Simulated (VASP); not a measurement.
The system is CsH.

```
Cs H
1.0
     0.00000    3.18800    3.18800
     3.18800    0.00000    3.18800
     3.18800    3.18800    0.00000
Cs H
1 1
Direct
  0.00000 0.00000 0.00000
  0.50000 0.50000 0.50000
```

```yaml
Program: VASP 6.6.1
Task: relaxation of cell and atoms
Functional: LDA
Potentials_or_basis: VASP PAW LDA potentials, release 64 (Cs_sv, H)
Cutoff: 500 eV
k_mesh: 4 × 4 × 4
Occupations: methfessel-paxton, width 0.02 eV
Spin: no spin polarisation
```

At the start: pressure -1.2 GPa; volume 32.40 Å³/atom.

**Question.** How do energy, volume and symmetry change on relaxing?

**Answer.** Over 3 steps the energy falls by 16.2 meV/atom and the volume is 28.84 Å³/atom (-11.0 %); space group Fm-3m (No. 225, to 0.1 Å) before and after.

The path:
| step | energy change (eV) | largest force (eV/Å) | pressure (GPa) | volume (Å³) |
| --- | --- | --- | --- | --- |
| 1 | 0.0000 | 0.0000 | -1.23 | 64.80 |
| 2 | -0.0157 | 0.0000 | -0.94 | 62.49 |
| 3 | -0.0325 | 0.0000 | -0.12 | 57.68 |

Final structure:
```
Cs H
1.0
     0.00000    3.06666    3.06666
     3.06666    0.00000    3.06666
     3.06666    3.06666    0.00000
Cs H
1 1
Direct
  0.00000 0.00000 0.00000
  0.50000 0.50000 0.50000
```

Caveat: the k points lie up to 0.44 Å⁻¹ apart in the final cell.
